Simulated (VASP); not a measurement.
# Cu2CO3 (P6_3/mcm) in VASP: single point with r2SCAN

Aim: the single point of Cu2CO3 with r2SCAN.

Program: VASP 6.6.1. These are calculated values, not measurements. Logs are shortened: lines on timing, memory, paths and dates and some standing lists are left out, and cuts for length are marked.

## (1) The cell of the first run

The structure is hexagonal, space group P6_3/mcm (No. 193). The conventional cell has a = 4.650 Å, b = 4.650 Å, c = 5.367 Å, α = 90.00°, β = 90.00°, γ = 120.00°. Within 1.7 Å of C (site symmetry -62m) lie 3 O at 1.28 Å. Within 1.7 Å of O (site symmetry m2m) lie 1 C at 1.28 Å. Within 3.1 Å of Cu (site symmetry 32) lie 6 O at 2.16 Å and 5 Cu at 2.68 Å and 6 C at 3.00 Å.

## (2) Single point, r2SCAN

POSCAR reads:

```
Cu2CO3
1.0
    2.3247515702      4.0265878345      0.0000000000
   -2.3247515702      4.0265878345      0.0000000000
    0.0000000000      0.0000000000      5.3669006934
C O Cu
2 6 4
Direct
    0.0000000000      0.0000000000      0.2500000000
    0.0000000000      0.0000000000      0.7500000000
    0.2762822690      0.7237177310      0.2500000000
    0.2762822690      0.0000000000      0.7500000000
    0.0000000000      0.2762822690      0.2500000000
    0.7237177310      0.2762822690      0.7500000000
    0.7237177310      0.0000000000      0.2500000000
    0.0000000000      0.7237177310      0.7500000000
    0.3333333333      0.3333333333      0.0000000000
    0.6666666667      0.6666666667      0.5000000000
    0.6666666667      0.6666666667      0.0000000000
    0.3333333333      0.3333333333      0.5000000000
```

INCAR.step1 reads:

```
SYSTEM = Cu2CO3
PREC = Accurate
ENCUT = 520
ISMEAR = -1
SIGMA = 0.1
LREAL = .False.
LASPH = .True.
NELM = 60
NBANDS = 56
GGA = PE
ALGO = Normal
EDIFF = 1E-4
LWAVE = .True.
LCHARG = .False.
```

INCAR.step2 reads:

```
SYSTEM = Cu2CO3
PREC = Accurate
ENCUT = 520
EDIFF = 1E-6
ISMEAR = -1
SIGMA = 0.1
LREAL = .False.
LASPH = .True.
NELM = 60
ALGO = Normal
ISIF = 2
LWAVE = .False.
LCHARG = .False.
METAGGA = R2SCAN
LMIXTAU = .True.
NBANDS = 56
ISTART = 1
```

KPOINTS reads:

```
regular mesh
0
Gamma
  7 7 5
  0 0 0
```

Potentials or basis: VASP PAW PBE potentials, release 64 (C, O, Cu).

On the command line:

```bash
$ cat potpaw_PBE.64/C/POTCAR potpaw_PBE.64/O/POTCAR potpaw_PBE.64/Cu/POTCAR > POTCAR
$ cp INCAR.step1 INCAR
$ mpirun -np 1 vasp_std > vasp.out
$ cp INCAR.step2 INCAR
$ mpirun -np 1 vasp_std > vasp.out
```

OUTCAR:

```text
SYSTEM = Cu2CO3
   PREC = Accurate
   ENCUT = 520
   EDIFF = 1E-6
   ISMEAR = -1
   LREAL = .False.
   LASPH = .True.
   NELM = 60
   ISIF = 2
   METAGGA = R2SCAN
   ISTART = 1

 ion  position               nearest neighbor table
   1  0.000  0.000  0.250-   5 1.28   7 1.28   3 1.28
   2  0.000  0.000  0.750-   4 1.28   8 1.28   6 1.28
   3  0.276  0.724  0.250-   1 1.28   9 2.16  10 2.16  11 2.16  12 2.16
   4  0.276  0.000  0.750-   2 1.28   9 2.16  12 2.16  11 2.16  10 2.16
   5  0.000  0.276  0.250-   1 1.28   9 2.16  12 2.16  11 2.16  10 2.16
   6  0.724  0.276  0.750-   2 1.28   9 2.16  10 2.16  11 2.16  12 2.16
   7  0.724  0.000  0.250-   1 1.28  10 2.16  11 2.16   9 2.16  12 2.16
   8  0.000  0.724  0.750-   2 1.28  10 2.16  11 2.16   9 2.16  12 2.16
   9  0.333  0.333  0.000-   4 2.16   5 2.16   7 2.16   8 2.16   3 2.16   6 2.16  12 2.68  12 2.68
                            11 2.68  11 2.68  11 2.68
  10  0.667  0.667  0.500-   7 2.16   8 2.16   4 2.16   5 2.16   3 2.16   6 2.16  11 2.68  11 2.68
                            12 2.68  12 2.68  12 2.68
  11  0.667  0.667  0.000-   7 2.16   8 2.16   4 2.16   5 2.16   3 2.16   6 2.16  10 2.68  10 2.68
                             9 2.68   9 2.68   9 2.68
  12  0.333  0.333  0.500-   4 2.16   5 2.16   7 2.16   8 2.16   3 2.16   6 2.16   9 2.68   9 2.68
                            10 2.68  10 2.68  10 2.68

  LATTYP: Found a hexagonal cell.
 ALAT       =     4.6495031403
 C/A-ratio  =     1.1542955304

  Lattice vectors:

 A1 = (   2.3247515702,  -4.0265878345,   0.0000000000)
 A2 = (   2.3247515702,   4.0265878345,   0.0000000000)
 A3 = (   0.0000000000,   0.0000000000,   5.3669006934)

Analysis of symmetry for initial positions (statically):
=====================================================================
 Subroutine PRICEL returns:
 Original cell was already a primitive cell.

 Routine SETGRP: Setting up the symmetry group for a
 hexagonal supercell.

 Subroutine GETGRP returns: Found 24 space group operations
 (whereof 12 operations were pure point group operations)
 out of a pool of 24 trial point group operations.

The static configuration has the point symmetry D_3d.
 The point group associated with its full space group is D_6h.

Analysis of symmetry for dynamics (positions and initial velocities):
=====================================================================
[... 130 lines left out ...]
   EDIFF  = 0.1E-05   stopping-criterion for ELM
   LREAL  =      F    real-space projection
[... 7 lines left out ...]
   TEBEG  =    0.0;   TEEND  =   0.0 temperature during run
   PSTRESS=    0.0 pullay stress
   NELECT =      88.0000    total number of electrons
   NUPDOWN=      -1.0000    fix difference up-down
   EMIN   =  10.00;   EMAX   =-10.00  energy-range for DOS
   EFERMI =   0.00;   METHOD = LEGACY
   ISMEAR =    -1;   SIGMA  =   0.10  broadening in eV -4-tet -1-fermi 0-gaus
   EFERMI_NEDOS =   21; number of points for ismear=-14 and -15
   IALGO  =     38    algorithm
   IMIX   =      4    mixing-type and parameters
     AMIX     =   0.40;   BMIX     =  1.00
     AMIX_MAG =   1.60;   BMIX_MAG =  1.00
  volume/ion in A,a.u.               =       8.37        56.50
  Fermi-wavevector in a.u.,A,eV,Ry     =   1.566318  2.959912 33.379885  2.453352
  Thomas-Fermi vector in A             =   2.668664
   LORBIT       =      0    0 simple, 1 ext, 2 COOP (PROOUT), +10 PAW based schemes
   METAGGA = R2SCAN    functional components
   LHFCALC =     F    Hartree Fock is set to
   AEXX    =    0.0000 exact exchange contribution
   IVDW    =     0    specifies the selected vdW correction
   LEPSILON=     F    determine dielectric tensor
   LRPA    =     F    only Hartree local field effects (RPA)
 non-spin polarized calculation
  energy-cutoff  :      520.00
  volume of cell :      100.48
 maximum number of plane-waves:      2738
   NGX = 17   NGY = 17   NGZ = 19

 number of electron      87.9999921 magnetization

 Free energy of the ion-electron system (eV)
  ---------------------------------------------------
  ext. energy  EPLUGINS =         0.00000000
  ---------------------------------------------------
  free energy    TOTEN  =      -106.51050930 eV

  energy without entropy =     -106.50144867  energy(sigma->0) =     -106.50597899

 E-fermi :   7.9339     XC(G=0): -13.0778

 val. band max:        7.5562010963   @ k =  -0.4286   0.2857   0.0000
 cond. band min:       8.0549707842   @ k =   0.0000   0.0000   0.0000
 fundamental gap:      0.4987696879
 Fermi energy:         7.9339457691

 k-point     1 :       0.0000    0.0000    0.0000
  band No.  band energies     occupation
      1     -19.5906      2.00000
      2     -18.9502      2.00000
      3     -16.0141      2.00000
      4     -16.0141      2.00000
      5     -15.7536      2.00000
      6     -15.7536      2.00000
[... 1405 lines left out ...]
     55      17.9940      0.00000
     56      18.0649      0.00000

------------------------ aborting loop because EDIFF is reached ----------------------------------------

  FORCE on cell =-STRESS in cart. coord.  units (eV):
  Direction    XX          YY          ZZ          XY          YZ          ZX
  --------------------------------------------------------------------------------------
  -------------------------------------------------------------------------------------
  Total       14.1164872     14.1164872     12.5988020     -0.0000000     -0.0000000      0.0000000
  in kB      225.0971212    225.0971211    200.8965830     -0.0000000     -0.0000000      0.0000000
  external PRESSURE =     217.0302751 kB  Pullay stress =       0.0000000 kB

 VOLUME and BASIS-vectors are now :
 -----------------------------------------------------------------------------
  energy-cutoff  :      520.00
  volume of cell :      100.48
      direct lattice vectors                 reciprocal lattice vectors
     2.324751570  4.026587834  0.000000000     0.215076745  0.124174616  0.000000000
    -2.324751570  4.026587834  0.000000000    -0.215076745  0.124174616  0.000000000
     0.000000000  0.000000000  5.366900693     0.000000000  0.000000000  0.186327278

 POSITION                                       TOTAL-FORCE (eV/Angst)
 -----------------------------------------------------------------------------------
      0.00000      0.00000      1.34173        -0.000000      0.000000      0.000000
      0.00000      0.00000      4.02518        -0.000000     -0.000000      0.000000
     -1.04018      4.02659      1.34173         0.352404      0.000000     -0.000000
      0.64229      1.11247      4.02518         0.176202      0.305191      0.000000
     -0.64229      1.11247      1.34173        -0.176202      0.305191      0.000000
      1.04018      4.02659      4.02518        -0.352404      0.000000      0.000000
      1.68246      2.91411      1.34173        -0.176202     -0.305191     -0.000000
     -1.68246      2.91411      4.02518         0.176202     -0.305191      0.000000
      0.00000      2.68439      0.00000        -0.000000     -0.000000      0.000000
      0.00000      5.36878      2.68345        -0.000000      0.000000     -0.000000
      0.00000      5.36878      0.00000        -0.000000      0.000000     -0.000000
      0.00000      2.68439      2.68345        -0.000000     -0.000000     -0.000000
 -----------------------------------------------------------------------------------
    total drift:                                0.000000      0.000000      0.000000

  FREE ENERGIE OF THE ION-ELECTRON SYSTEM (eV)
  ---------------------------------------------------
  free  energy   TOTEN  =      -106.5105093000 eV

  energy  without entropy=     -106.5014486707  energy(sigma->0) =     -106.50597899
```

It took 10 min on 1 thread of Intel Xeon Platinum 8259CL at 2.50GHz (Skylake/Cascade Lake), shared host; peak memory 0.29 GiB.

Results:

| Item | Value |
| --- | --- |
| Free energy | -106.5105 eV |
| Pressure | 21.7 GPa |
| Largest force | 0.352 eV/Å |
| Band gap on the k mesh | 0.50 eV (least direct gap 0.81 eV) |

Forces on the atoms (eV/Å):
```
C    0.000  0.000  0.000
C    0.000  0.000  0.000
O    0.352  0.000  0.000
O    0.176  0.305  0.000
O   -0.176  0.305  0.000
O   -0.352  0.000  0.000
O   -0.176 -0.305  0.000
O    0.176 -0.305  0.000
Cu   0.000  0.000  0.000
Cu   0.000  0.000  0.000
Cu   0.000  0.000  0.000
Cu   0.000  0.000  0.000
```

Stress tensor (GPa, compression positive):
```
22.51  0.00  0.00
 0.00 22.51  0.00
 0.00  0.00 20.09
```

Caveat: the cell stands under pressure; semilocal functionals underestimate gaps, and a narrow one can read as zero; the PAW data sets were made with another functional, which shifts forces and pressure a little. A k mesh can miss the band edges.
